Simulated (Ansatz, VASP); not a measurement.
**One calculation of Pt, two programs**

INCAR

```
SYSTEM = Pt
ALGO = Normal
EDIFF = 1E-6
ENCUT = 520
GGA = PE
ISIF = 2
ISMEAR = -1
LASPH = .TRUE.
LCHARG = .TRUE.
LELF = .TRUE.
LREAL = .FALSE.
LVHAR = .TRUE.
LWAVE = .FALSE.
NBANDS = 11
NELM = 80
PREC = Accurate
SIGMA = 0.3
```

Contents of KPOINTS:

```
k-points
0
G
  14 14 14
  0 0 0
```

Contents of POSCAR:

```
Pt
1.0
    0.0000000000      1.9857786488      1.9857786488
    1.9857786488      0.0000000000      1.9857786488
    1.9857786488      1.9857786488      0.0000000000
Pt
1
Direct
    0.0000000000      0.0000000000      0.0000000000
```

Input for Ansatz:

```yaml
crystal:
  lattice:
    - [0.0, 1.9857786488, 1.9857786488]
    - [1.9857786488, 0.0, 1.9857786488]
    - [1.9857786488, 1.9857786488, 0.0]
  atoms:
    - { symbol: Pt, position: [0.0, 0.0, 0.0] }
hamiltonian:
  xc: pbe
  pseudopotentials:
    kind: paw
    azcp:
      Pt: "pseudopotentials/Pt.paw.azcp"
basis:
  ecutwfc: 420
  fft_grid_basis: typed
kpoints:
  mp_grid: { grid: [14, 14, 14], shift: [0, 0, 0] }
magnetization:
  spin_polarized: false
scf:
  occupations: { method: fermi_dirac, width: 0.3 }
  lower_state_search: "off"
output:
  stress: true
  write_density: true
  write_potential: true
  elf: true
  volumetric_format: npy
```

Alike in both runs: task single point; functional PBE; k mesh 14 × 14 × 14; occupations fermi-dirac, width 0.3 eV; no spin polarisation.

|  | VASP | Ansatz |
| --- | --- | --- |
| version | VASP 6.6.1 | Ansatz 0.2.0 |
| potentials or method | VASP PAW PBE potentials, release 64 (Pt), cutoff 520 eV | plane waves (420 eV) with PAW, scalar-relativistic |
| valence electrons in the cell | 10 | 18 |

```csv
,VASP,Ansatz,Ansatz less VASP
pressure (GPa),1.4,1.9,+0.48
```

VASP's potentials hold 10 valence electrons a cell and Ansatz's 18, so a difference there can come from the potentials and not from the codes.

Spin-orbit coupling is off throughout.
